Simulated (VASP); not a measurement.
Runs of VASP 6.6.1 on LaTlO2. The structure is that of space group P4/mmm (No. 123), or close to it. The cells are those of the table. 

```csv
task,level,cell,k mesh,cutoff (eV),gap on the mesh (eV),pressure (GPa)
relaxation of cell and atoms,PBE,"relaxed from a = 3.379, b = 3.379, c = 4.778 Å, 4 atoms",8 × 8 × 6,600,none,0.0
single point,r2SCAN,"a = 3.781, b = 3.781, c = 5.031 Å, 4 atoms",8 × 8 × 6,520,none,-0.4
single point,PBE,"a = 3.781, b = 3.781, c = 5.031 Å, 4 atoms",8 × 8 × 6,520,none,(a)
single point,r2SCAN,"a = 3.781, b = 3.781, c = 5.031 Å, 4 atoms",6 × 6 × 6,520,none,-0.1
single point,PBE,"a = 3.812, b = 3.812, c = 5.039 Å, 4 atoms",8 × 8 × 6,520,none,-0.1
```

Alike in all rows: potentials or basis VASP PAW PBE potentials, release 64 (Tl_d, O, La); no spin polarisation; smearing fermi-dirac 0.02 eV.

Fill in the values left out.

(a) 1.4.

Caveats: spin-orbit coupling is left out, which moves the levels of the heavy elements; the PAW data sets were made with another functional, which shifts forces and pressure a little (at least some runs).

A k mesh can miss the band edges, and the runs leave out spin-orbit coupling on La, Tl.

A gap of «none» marks levels without a gap at the run's occupations.
